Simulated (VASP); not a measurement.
Zn2O5: single point with PBE

Zn2O5:

```xyz
14
Lattice="3.4000 0.0000 0.0000 -1.7000 2.9445 0.0000 0.0000 0.0000 19.8578" Properties=species:S:1:pos:R:3 pbc="T T T"
Zn    1.7000    0.9815   16.3577
Zn    0.0000    1.9630    3.5001
Zn    1.7000    0.9815    1.1921
Zn    0.0000    1.9630   18.6657
O     0.0000    0.0000    9.3178
O     0.0000    0.0000   10.5400
O     1.7000    0.9815   12.9834
O     1.7000    0.9815   11.7613
O     0.0000    1.9630   16.3382
O     0.0000    1.9630    6.8744
O     0.0000    1.9630    8.0965
O     1.7000    0.9815    3.5196
O     0.0000    1.9630    1.1709
O     1.7000    0.9815   18.6869
```

| Quantity | Value |
| --- | --- |
| Program | VASP 6.6.1 |
| Task | single point |
| Functional | PBE |
| Potentials or basis | VASP PAW PBE potentials, release 64 (Zn, O) |
| Cutoff | 520 eV |
| k mesh | 6 × 6 × 1 |
| Occupations | gaussian, width 0.2 eV |
| Spin | no spin polarisation |
| Dipole correction | no |
| Further INCAR settings | ALGO = Normal; EDIFF = 1e-06; NBANDS = 67 |

```yaml
Pressure: 1.4 GPa
Largest_force: 1.103 eV/Å
Band_gap_on_the_k_mesh: zero (bands 54 and 55 overlap by 0.19 eV)
```

Forces in eV/Å, atoms in the order of the input:
```
Zn   0.000  0.000 -0.001
Zn   0.000  0.000  0.001
Zn   0.000  0.000  0.013
Zn   0.000  0.000 -0.013
O    0.000  0.000 -1.103
O    0.000  0.000  1.103
O    0.000  0.000  1.083
O    0.000  0.000 -1.090
O    0.000  0.000 -0.023
O    0.000  0.000 -1.083
O    0.000  0.000  1.090
O    0.000  0.000  0.023
O    0.000  0.000 -0.010
O    0.000  0.000  0.010
```

Stress tensor (GPa, compression positive):
```
0.55 0.00 0.00
0.00 0.55 0.00
0.00 0.00 3.24
```

Levels at points of the mesh, in eV from the Fermi level:
```csv
k point,band 50,band 51,band 52,band 53,band 54,band 55,band 56,band 57,band 58,band 59
"(0.00, 0.00, 0.00)",-0.17,-0.17,-0.07,-0.07,0.19,0.19,0.71,0.71,1.22,2.24
"(0.50, 0.00, 0.00)",-0.88,-0.85,-0.75,-0.49,-0.29,0.13,0.43,1.00,5.65,5.74
```

Run time: 120 s on 1 thread of Intel(R) Xeon(R) Platinum 8488C (Sapphire Rapids), with other jobs on the host, peak memory 0.34 GiB.

Caveat: the standard files for N, O and F lose accuracy on very short bonds; semilocal functionals underestimate gaps, so a narrow gap can read as zero; forces of over 1 eV/Å act on the atoms, so gaps and moduli don't describe the material at rest.
